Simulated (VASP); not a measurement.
# Tl (Cmmm) in VASP: further runs

Tl is run at these levels: PBE; tasks: single point, relaxation of cell and atoms.

All numbers are computed with VASP 6.6.1; they aren't measurements. Logs are shortened: lines on timing, memory, paths and dates and some standing lists are left out, and cuts for length are marked.

## (1) The cell of the first run

It takes space group Cmmm (No. 65, orthorhombic). The conventional cell has a = 4.038 Å, b = 4.736 Å, c = 2.941 Å, α = 90.00°, β = 90.00°, γ = 90.00°. Within 3.9 Å of Tl (site symmetry mmm) lie 6 Tl at 2.94 to 3.11 Å.

## (2) Single point, PBE

Input file INCAR:

```
PREC = Accurate ; ENCUT = 520
EDIFF = 1E-6 ; ISMEAR = 0
SIGMA = 0.1 ; LREAL = False
LASPH = True ; NELM = 100
ALGO = Normal ; ISIF = 2
LWAVE = False ; LCHARG = False
GGA = PE ; NBANDS = 12
```

Input file KPOINTS:

```
regular mesh
0
Gamma
  6 6 6
```

Input file POSCAR:

```
Tl
1.0
    2.0192345800     -2.3680488500      0.0000000000
    2.0192345800      2.3680488500      0.0000000000
    0.0000000000      0.0000000000      2.9407406900
Tl
1
Direct
    0.0000000000      0.0000000000      0.0000000000
```

Potentials or basis: VASP PAW PBE potentials, release 64 (Tl_d).

Launch:

```bash
cat potpaw_PBE.64/Tl_d/POTCAR > POTCAR
mpirun -np 1 vasp_std > vasp.out
```

OUTCAR:

```text
PREC = Accurate
   ENCUT = 520
   EDIFF = 1E-6
   ISMEAR = 0
   LREAL = False
   LASPH = True
   NELM = 100
   ISIF = 2
   GGA = PE

 ion  position               nearest neighbor table
   1  0.000  0.000  0.000-

  LATTYP: Found a base centered orthorhombic cell.
 ALAT       =     4.0384691600
 B/A-ratio  =     1.1727457887
 C/A-ratio  =     0.7281820347

  Lattice vectors:

 A1 = (   2.0192345800,  -2.3680488500,   0.0000000000)
 A2 = (   2.0192345800,   2.3680488500,   0.0000000000)
 A3 = (   0.0000000000,   0.0000000000,   2.9407406900)

Analysis of symmetry for initial positions (statically):
=====================================================================
 Subroutine PRICEL returns:
 Original cell was already a primitive cell.

 Routine SETGRP: Setting up the symmetry group for a
 base centered orthorhombic supercell.

 Subroutine GETGRP returns: Found  8 space group operations
 (whereof  8 operations were pure point group operations)
 out of a pool of  8 trial point group operations.

The static configuration has the point symmetry D_2h.

Analysis of symmetry for dynamics (positions and initial velocities):
=====================================================================
 Subroutine PRICEL returns:
 Original cell was already a primitive cell.

 Routine SETGRP: Setting up the symmetry group for a
 base centered orthorhombic supercell.

 Subroutine GETGRP returns: Found  8 space group operations
 (whereof  8 operations were pure point group operations)
 out of a pool of  8 trial point group operations.

The dynamic configuration has the point symmetry D_2h.

 Subroutine INISYM returns: Found  8 space group operations
 (whereof  8 operations are pure point group operations),
 and found     1 'primitive' translations

----------------------------------------------------------------------------------------

                                     Primitive cell

  volume of cell :      28.1232

  direct lattice vectors                    reciprocal lattice vectors
     2.019234580 -2.368048850  0.000000000     0.247618580 -0.211144293  0.000000000
     2.019234580  2.368048850  0.000000000     0.247618580  0.211144293  0.000000000
     0.000000000  0.000000000  2.940740690     0.000000000  0.000000000  0.340050384

  length of vectors
     3.112067423  3.112067423  2.940740690     0.325417998  0.325417998  0.340050384

  position of ions in fractional coordinates (direct lattice)
     0.000000000  0.000000000  0.000000000

  ion indices of the primitive-cell ions
   primitive index   ion index
                 1           1

----------------------------------------------------------------------------------------

 KPOINTS: regular mesh

Automatic generation of k-mesh.
 Grid dimensions read from file:
 generate k-points for:    6    6    6

 Generating k-lattice:

  Cartesian coordinates                     Fractional coordinates (reciprocal lattice)
     0.041269763 -0.035190715  0.000000000     0.166666667  0.000000000  0.000000000
     0.041269763  0.035190715  0.000000000     0.000000000  0.166666667  0.000000000
     0.000000000  0.000000000  0.056675064     0.000000000  0.000000000  0.166666667

  Length of vectors
     0.054236333  0.054236333  0.056675064

  Shift w.r.t. Gamma in fractional coordinates (k-lattice)
     0.000000000  0.000000000  0.000000000

 Subroutine IBZKPT returns following result:
 ===========================================

 Found     52 irreducible k-points:

 Following reciprocal coordinates:
            Coordinates               Weight
  0.000000  0.000000  0.000000      1.000000
  0.166667 -0.000000  0.000000      4.000000
  0.333333 -0.000000  0.000000      4.000000
  0.500000 -0.000000  0.000000      2.000000
  0.166667  0.166667  0.000000      2.000000
  0.333333  0.166667  0.000000      4.000000
[... 16 lines left out ...]
  0.333333  0.333333  0.166667      4.000000
  0.500000  0.333333  0.166667      8.000000
 [... further k-points ...]
   k-points           NKPTS =     52   k-points in BZ     NKDIM =     52   number of bands    NBANDS=     12
   number of dos      NEDOS =    301   number of ions     NIONS =      1
   total plane-waves  NPLWV =  13824
   dimension x,y,z NGX =    24 NGY =   24 NGZ =   24
   dimension x,y,z NGXF=    48 NGYF=   48 NGZF=   48
   ions per type =               1
   NGX,Y,Z   is equivalent  to a cutoff of  12.82, 12.82, 13.57 a.u.
   NGXF,Y,Z  is equivalent  to a cutoff of  25.64, 25.64, 27.14 a.u.
 SYSTEM =  unknown system
   PREC   = accura    normal or accurate (medium, high low for compatibility)
   ISTART =      0    job   : 0-new  1-cont  2-samecut
   ICHARG =      2    charge: 1-file 2-atom 10-const
   ISPIN  =      1    spin polarized calculation?
   LNONCOLLINEAR =      F non collinear calculations
   LSORBIT =      F    spin-orbit coupling
   LASPH  =      T    aspherical Exc in radial PAW
   ENCUT  =  520.0 eV  38.22 Ry    6.18 a.u.   5.79  5.79  5.47*2*pi/ulx,y,z
   NELM   =    100;   NELMIN=  2; NELMDL= -5     # of ELM steps
   EDIFF  = 0.1E-05   stopping-criterion for ELM
   LREAL  =      F    real-space projection
   EDIFFG = 0.1E-04   stopping-criterion for IOM
   NSW    =      0    number of steps for IOM
   IBRION =     -1    ionic relax: 0-MD 1-quasi-New 2-CG
   NFREE  =      0    steps in history (QN), initial steepest desc. (CG)
   ISIF   =      2    stress and relaxation
   ISYM   =      2    0-nonsym 1-usesym 2-fastsym
   POTIM  = 0.5000    time-step for ionic-motion
   TEBEG  =    0.0;   TEEND  =   0.0 temperature during run
   PSTRESS=    0.0 pullay stress
   NELECT =      13.0000    total number of electrons
   NUPDOWN=      -1.0000    fix difference up-down
   EMIN   =  10.00;   EMAX   =-10.00  energy-range for DOS
   EFERMI =   0.00;   METHOD = LEGACY
   ISMEAR =     0;   SIGMA  =   0.10  broadening in eV -4-tet -1-fermi 0-gaus
   EFERMI_NEDOS =   21; number of points for ismear=-14 and -15
   IALGO  =     38    algorithm
   IMIX   =      4    mixing-type and parameters
     AMIX     =   0.40;   BMIX     =  1.00
     AMIX_MAG =   1.60;   BMIX_MAG =  1.00
  volume/ion in A,a.u.               =      28.12       189.78
  Fermi-wavevector in a.u.,A,eV,Ry     =   1.265808  2.392031 21.800211  1.602270
  Thomas-Fermi vector in A             =   2.399042
   LORBIT       =      0    0 simple, 1 ext, 2 COOP (PROOUT), +10 PAW based schemes
   GGA     = PE    functional components
   LHFCALC =     F    Hartree Fock is set to
   AEXX    =    0.0000 exact exchange contribution
   IVDW    =     0    specifies the selected vdW correction
   LEPSILON=     F    determine dielectric tensor
   LRPA    =     F    only Hartree local field effects (RPA)
 non-spin polarized calculation
 Gauss-broadening in eV      SIGMA  =   0.10
  energy-cutoff  :      520.00
  volume of cell :       28.12
 maximum number of plane-waves:       773
   NGX = 11   NGY = 11   NGZ = 11

 number of electron      12.9999997 magnetization

 Free energy of the ion-electron system (eV)
  ---------------------------------------------------
  ext. energy  EPLUGINS =         0.00000000
  ---------------------------------------------------
  free energy    TOTEN  =        -1.96545870 eV

  energy without entropy =       -1.96304744  energy(sigma->0) =       -1.96425307

 E-fermi :   6.9909     XC(G=0): -10.1922

 val. band max:        6.9201247353   @ k =  -0.3333   0.1667   0.0000
 cond. band min:       7.0407763326   @ k =   0.3333   0.3333   0.0000
 fundamental gap:      0.1206515972
 Fermi energy:         6.9909070941

 k-point     1 :       0.0000    0.0000    0.0000
  band No.  band energies     occupation
      1      -5.9222      2.00000
      2      -5.6332      2.00000
      3      -4.5321      2.00000
      4      -4.3968      2.00000
      5      -4.3562      2.00000
      6      -3.6505      2.00000
      7      13.6420      0.00000
      8      13.9935      0.00000
      9      15.3400      0.00000
     10      17.5113      0.00000
     11      18.7814      0.00000
     12      20.0233      0.00000

 k-point     2 :       0.1667   -0.0000    0.0000
  band No.  band energies     occupation
      1      -5.8838      2.00000
      2      -5.4998      2.00000
      3      -4.5979      2.00000
      4      -4.4618      2.00000
      5      -4.3684      2.00000
      6      -3.1435      2.00000
      7      10.2490      0.00000
      8      14.2080      0.00000
      9      15.9379      0.00000
     10      18.4693      0.00000
     11      19.8931      0.00000
     12      22.2747      0.00000

 k-point     3 :       0.3333   -0.0000    0.0000
  band No.  band energies     occupation
      1      -5.8296      2.00000
      2      -5.3040      2.00000
      3      -4.6955      2.00000
      4      -4.6192      2.00000
      5      -4.3603      2.00000
      6      -1.5588      2.00000
      7       5.9030      2.00000
      8      14.9170      0.00000
      9      17.4503      0.00000
     10      19.5054      0.00000
     11      19.7927      0.00000
     12      20.8477      0.00000
[... 286 lines left out ...]
 k-point    23 :       0.3333    0.3333    0.1667
  band No.  band energies     occupation
      1      -5.2922      2.00000
      2      -5.0815      2.00000
      3      -4.8173      2.00000
      4      -4.7705      2.00000
      5      -4.5926      2.00000
      6       1.0670      2.00000
      7       7.2096      0.00198
      8       7.5846      0.00000
      9      15.6677      0.00000
     10      17.3125      0.00000
     11      19.8930      0.00000
     12      19.9725      0.00000

 k-point    24 :       0.5000    0.3333    0.1667
  band No.  band energies     occupation
      1      -5.2718      2.00000
      2      -5.2099      2.00000
      3      -4.8817      2.00000
      4      -4.7610      2.00000
      5      -4.3692      2.00000
      6       1.9485      2.00000
      7       5.8138      2.00000
      8       8.9421      0.00000
      9      14.0626      0.00000
     10      16.4836      0.00000
     11      18.9802      0.00000
     12      21.3507      0.00000

 [... further k-points ...]

------------------------ aborting loop because EDIFF is reached ----------------------------------------

  FORCE on cell =-STRESS in cart. coord.  units (eV):
  Direction    XX          YY          ZZ          XY          YZ          ZX
  --------------------------------------------------------------------------------------
  -------------------------------------------------------------------------------------
  Total        1.1104649      1.4861120      1.3289898     -0.0000000      0.0000000      0.0000000
  in kB       63.2632128     84.6638422     75.7125861     -0.0000000      0.0000000      0.0000000
  external PRESSURE =      74.5465470 kB  Pullay stress =       0.0000000 kB

 VOLUME and BASIS-vectors are now :
 -----------------------------------------------------------------------------
  energy-cutoff  :      520.00
  volume of cell :       28.12
      direct lattice vectors                 reciprocal lattice vectors
     2.019234580 -2.368048850  0.000000000     0.247618580 -0.211144293  0.000000000
     2.019234580  2.368048850  0.000000000     0.247618580  0.211144293  0.000000000
     0.000000000  0.000000000  2.940740690     0.000000000  0.000000000  0.340050384

 POSITION                                       TOTAL-FORCE (eV/Angst)
 -----------------------------------------------------------------------------------
      0.00000      0.00000      0.00000         0.000000      0.000000      0.000000
 -----------------------------------------------------------------------------------
    total drift:                                0.000000     -0.000000      0.000000

  FREE ENERGIE OF THE ION-ELECTRON SYSTEM (eV)
  ---------------------------------------------------
  free  energy   TOTEN  =        -1.9654587028 eV

  energy  without entropy=       -1.9630474388  energy(sigma->0) =       -1.96425307
```

Run time: 8.2 s. Hardware: 1 thread of Intel Xeon Platinum 8488C (Sapphire Rapids), shared host; peak memory 0.14 GiB.

What came out:

- Free energy: -1.9655 eV
- Pressure: 7.5 GPa

Caveat: spin-orbit coupling is left out, which moves the levels of the heavy elements.

## (3) Single point, PBE

This run uses another cell than the first one, of 33.24 Å³/atom, 1.182 times its volume.

Input file INCAR:

```
PREC = Accurate ; ENCUT = 520
EDIFF = 1E-6 ; ISMEAR = 0
SIGMA = 0.1 ; LREAL = False
LASPH = True ; NELM = 100
ALGO = Normal ; ISIF = 2
LWAVE = False ; LCHARG = True
GGA = PE ; LELF = True
LVHAR = True ; NBANDS = 12
```

KPOINTS is that of step 2.

Input file POSCAR:

```
Tl
1.0
    1.8795617422     -2.8855859170      0.0000000000
    1.8795617422      2.8855859170      0.0000000000
    0.0000000000      0.0000000000      3.0641081723
Tl
1
Direct
    0.0000000000      0.0000000000      0.0000000000
```

Potentials or basis: VASP PAW PBE potentials, release 64 (Tl_d).

Launch:

```bash
cat potpaw_PBE.64/Tl_d/POTCAR > POTCAR
mpirun -np 1 vasp_std > vasp.out
```

It took 12 s on 1 thread of Intel Xeon Platinum 8488C (Sapphire Rapids), shared host; peak memory 0.16 GiB.

The run converged. Its results:

| Item | Value |
| --- | --- |
| Free energy | -2.1253 eV |
| Pressure | 0.1 GPa |

Stress tensor (GPa, compression positive):
```
0.14 0.00 0.00
0.00 0.26 0.00
0.00 0.00 0.02
```

Levels at points of the mesh, in eV from the Fermi level:
```tsv
k point	band 4	band 5	band 6	band 7	band 8	band 9	band 10	band 11
(0.00, 0.00, 0.00)	-11.20	-11.17	-9.36	6.49	7.33	8.15	10.11	11.13
(0.50, 0.00, 0.00)	-11.27	-11.20	-6.37	-2.70	4.88	8.65	11.05	12.95
(0.50, 0.50, 0.00)	-11.26	-11.19	-5.51	-2.36	2.73	6.50	11.99	13.24
(0.00, 0.00, 0.50)	-11.48	-11.36	-5.67	-2.75	9.88	10.69	11.61	12.89
(0.50, 0.00, 0.50)	-11.24	-10.91	-2.98	-0.29	0.22	4.94	8.03	10.46
(0.50, 0.50, 0.50)	-11.16	-10.87	-2.11	0.42	0.53	5.52	5.74	8.85
```

Caveat: spin-orbit coupling is left out, which moves the levels of the heavy elements.

## (4) Relaxation of cell and atoms, PBE

Input file INCAR:

```
PREC = Accurate ; ENCUT = 600
EDIFF = 1E-6 ; ISMEAR = 0
SIGMA = 0.1 ; LREAL = F
LASPH = T ; NELM = 80
ALGO = Fast ; ISIF = 3
LWAVE = F ; LCHARG = F
GGA = PE ; IBRION = 2
NSW = 90 ; EDIFFG = -0.04
```

KPOINTS is that of step 3.

Input file POSCAR:

```
Tl
1.0
    2.0192345800     -2.3680488500      0.0000000000
    2.0192345800      2.3680488500      0.0000000000
    0.0000000000      0.0000000000      2.9407406900
Tl
1
Direct
    0.0000000000      0.0000000000      0.0000000000
```

Launch:

```bash
cat potpaw_PBE.64/Tl_d/POTCAR > POTCAR
mpirun -np 1 vasp_std > vasp.out
```

It took 2 min on 1 thread of Intel Xeon Platinum 8488C (Sapphire Rapids), shared host; peak memory 0.17 GiB.

Results (log left out):

| Quantity | Value |
| --- | --- |
| Free energy | -2.1259 eV |
| Relaxed volume | 34.08 Å³/atom |
| Relaxed cell | a = 3.574 Å, b = 3.574 Å, c = 3.022 Å, α = 90.00°, β = 90.00°, γ = 118.01° |
| Space group after relaxing (to 0.05 Å) | Cmmm (No. 65) |
| Energy gained by relaxing | 160.5 meV/atom |
| Ionic steps | 19 |
| Pressure after relaxing | -0.1 GPa |

Stress tensor (GPa, compression positive):
```
-0.15  0.00  0.00
 0.00 -0.02  0.00
 0.00  0.00  0.02
```

The path:
```
step  energy change (eV)  largest force (eV/Å)  pressure (GPa)  volume (Å³)
   1              0.0000                0.0000            7.53        28.12
   2             -0.1227                0.0000            0.24        33.85
   3             -0.1230                0.0000           -0.12        34.32
   4             -0.1230                0.0000            0.03        34.18
   5             -0.1270                0.0000           -0.03        34.21
   6             -0.1343                0.0000            0.08        34.25
   7             -0.1279                0.0000            0.78        34.15
   8             -0.1375                0.0000            0.13        34.24
   9             -0.1358                0.0000            0.40        34.21
  10             -0.1379                0.0000            0.20        34.23
  11             -0.1399                0.0000            0.15        34.29
  12             -0.1448                0.0000            0.00        34.45
  13             -0.1532                0.0000           -0.29        34.69
  14             -0.1555                0.0000           -0.30        34.77
  15             -0.1587                0.0000           -0.49        34.86
  16             -0.1586                0.0000           -0.44        34.85
  17             -0.1587                0.0000           -0.46        34.85
  18             -0.1600                0.0000           -0.24        34.43
  19             -0.1605                0.0000           -0.05        34.08
```

Final structure:
```
CELL_PARAMETERS angstrom
1.84069 -3.06383 0.00000
1.84069 3.06383 0.00000
0.00000 0.00000 3.02155
ATOMIC_POSITIONS crystal
Tl 0.00000 0.00000 0.00000
```

Levels at points of the mesh, in eV from the Fermi level:
```csv
k point,band 3,band 4,band 5,band 6,band 7,band 8,band 9,band 10
"(0.00, 0.00, 0.00)",-11.65,-11.22,-11.21,-9.27,6.31,6.72,8.69,9.87
"(0.50, 0.00, 0.00)",-11.36,-11.33,-11.24,-6.42,-2.63,3.92,7.61,11.58
"(0.50, 0.50, 0.00)",-11.34,-11.33,-11.25,-6.14,-2.54,3.25,6.93,11.88
"(0.00, 0.00, 0.50)",-11.64,-11.57,-11.34,-5.39,-2.65,9.87,10.32,11.32
"(0.50, 0.00, 0.50)",-11.73,-11.31,-10.93,-2.79,-0.25,0.45,5.02,7.17
"(0.50, 0.50, 0.50)",-11.71,-11.29,-10.91,-2.52,-0.02,0.53,5.20,6.46
```

Caveat: the volume moved by over 15 % at a fixed basis, so the end points are rough; spin-orbit coupling is left out, which moves the levels of the heavy elements.

## (5) The runs side by side

```csv
task,cell,cutoff (eV),gap on the mesh (eV),pressure (GPa)
single point,"a = 3.112, b = 3.112, c = 2.941 Å, angles 90.0, 90.0, 99.1°, 1 atom",520,none,7.5
single point,"a = 3.444, b = 3.444, c = 3.064 Å, angles 90.0, 90.0, 113.8°, 1 atom",520,none,0.1
relaxation of cell and atoms,"relaxed from a = 3.112, b = 3.112, c = 2.941 Å, angles 90.0, 90.0, 99.1°, 1 atom",600,none,-0.1
```

Alike in all rows: level PBE; potentials or basis VASP PAW PBE potentials, release 64 (Tl_d); no spin polarisation; k mesh 6 × 6 × 6; smearing gaussian 0.1 eV.

Caveats: spin-orbit coupling is left out, which moves the levels of the heavy elements; the volume moved by over 15 % at a fixed basis, so the end points are rough (some runs).

Total energies depend on the potentials used, so only differences within one code and one set of settings carry meaning.
